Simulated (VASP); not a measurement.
A run of VASP 6.6.1 is set up as follows.

Contents of INCAR:

```
  ALGO = Normal
  EDIFF = 1E-6
  ENCUT = 500
  GGA = PE
  GGA_COMPAT = F
  ISIF = 2
  ISMEAR = -1
  IVDW = 12
  LASPH = T
  LCHARG = T
  LELF = T
  LREAL = F
  LVHAR = T
  LWAVE = F
  NBANDS = 15
  NELM = 120
  PREC = Accurate
  SIGMA = 0.03
```

Contents of KPOINTS:

```
k-points
0
Gamma
  6 6 6
```

The input POSCAR:

```
CsCl
1.0
    4.1230000000      0.0000000000      0.0000000000
    0.0000000000      4.1230000000      0.0000000000
    0.0000000000      0.0000000000      4.1230000000
Cs Cl
1 1
Direct
    0.0000000000      0.0000000000      0.0000000000
    0.5000000000      0.5000000000      0.5000000000
```

Potentials or basis: VASP PAW PBE potentials, release 64 (Cs_sv, Cl).

Launch:

```bash
$ cat potpaw_PBE.64/Cs_sv/POTCAR potpaw_PBE.64/Cl/POTCAR > POTCAR
$ mpirun -np 1 vasp_std > vasp.out
```

Problem. Predict the pressure.

Solution. 0.1 GPa.

Problem. Estimate the dispersion energy per atom.

Solution. -0.208 eV.
